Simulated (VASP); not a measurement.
A run of VASP 6.6.1 is set up as follows.

INCAR

```
SYSTEM = LiNbO3
PREC = Accurate
ENCUT = 600
EDIFF = 1E-6
ISMEAR = 0
SIGMA = 0.02
LREAL = .False.
LASPH = .True.
NELM = 60
ALGO = Normal
ISIF = 4
LWAVE = .False.
LCHARG = .False.
IBRION = 2
NSW = 50
EDIFFG = -0.01
```

Contents of KPOINTS:

```
Automatic mesh
0
Gamma
  6 6 6
  0 0 0
```

Contents of POSCAR:

```
LiNbO3
1.0
    2.6129316670      1.5085768013      4.6036873796
   -2.6129316670      1.5085768013      4.6036873796
    0.0000000000     -3.0171536026      4.6036873796
Li Nb O
2 2 6
Direct
    0.2500000000      0.2500000000      0.2500000000
    0.7500000000      0.7500000000      0.7500000000
    0.0000000000      0.0000000000      0.0000000000
    0.5000000000      0.5000000000      0.5000000000
    0.1306460542      0.3693539458      0.7500000000
    0.7500000000      0.1306460542      0.3693539458
    0.3693539458      0.7500000000      0.1306460542
    0.2500000000      0.8693539458      0.6306460542
    0.8693539458      0.6306460542      0.2500000000
    0.6306460542      0.2500000000      0.8693539458
```

Potentials or basis: VASP PAW LDA potentials, release 64 (Li_sv, Nb_sv, O).

The run is started by

```console
$ cat potpaw_LDA.64/Li_sv/POTCAR potpaw_LDA.64/Nb_sv/POTCAR potpaw_LDA.64/O/POTCAR > POTCAR
$ mpirun -np 1 vasp_std > vasp.out
```

Q: Estimate the band gap on the k mesh.

A: 2.41 eV (least direct gap 2.58 eV).

Final structure:
```
Li Nb O
1.0
     2.61518    1.50987    4.59578
    -2.61518    1.50987    4.59578
     0.00000   -3.01975    4.59578
Li Nb O
2 2 6
Direct
  0.25000 0.25000 0.25000
  0.75000 0.75000 0.75000
  0.00000 0.00000 0.00000
  0.50000 0.50000 0.50000
  0.13639 0.36361 0.75000
  0.75000 0.13639 0.36361
  0.36361 0.75000 0.13639
  0.25000 0.86361 0.63639
  0.86361 0.63639 0.25000
  0.63639 0.25000 0.86361
```

 A k mesh can miss the band edges.
